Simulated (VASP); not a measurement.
Input of a VASP 6.6.1 run:

INCAR

```
SYSTEM = Sr
PREC     = Accurate       ! precision mode
ENCUT    = 600            ! plane-wave cutoff, eV
EDIFF    = 1E-6           ! SCF threshold, eV
ISMEAR   = -1             ! smearing method
SIGMA    = 0.1            ! smearing width, eV
LREAL    = .False.        ! projectors in reciprocal space
LASPH    = .True.         ! aspherical terms in the spheres
NELM     = 60             ! most SCF steps
ALGO     = Normal         ! electronic algorithm
ISIF     = 3              ! what is computed and relaxed
LWAVE    = .False.        ! write WAVECAR
LCHARG   = .False.        ! write CHGCAR
GGA      = RP             ! functional
IBRION   = 2              ! ionic algorithm
NSW      = 80             ! ionic steps
EDIFFG   = -0.01          ! ionic threshold
```

KPOINTS

```
Automatic mesh
0
Gamma
  6 6 8
  0 0 0
```

Contents of POSCAR:

```
Sr
1.0
    6.8275133244      0.0000000000      0.0000000000
   -3.4137566622      5.9127999836      0.0000000000
    0.0000000000      0.0000000000      4.1852656678
Sr
3
Direct
    0.0000000000      0.0000000000      0.0000000000
    0.3333333333      0.6666666667      0.5000000000
    0.6666666667      0.3333333333      0.5000000000
```

Potentials or basis: VASP PAW PBE potentials, release 64 (Sr_sv).

Run with:

```console
$ cat potpaw_PBE.64/Sr_sv/POTCAR > POTCAR
$ mpirun -np 1 vasp_std > vasp.out
```

(1) Estimate the space group after relaxing (to 0.1 Å).

(2) What does it give for the relaxed cell?

Answers

(1) P6/mmm (No. 191).

(2) a = 6.992 Å, b = 6.992 Å, c = 4.191 Å, α = 90.00°, β = 90.00°, γ = 120.00°.
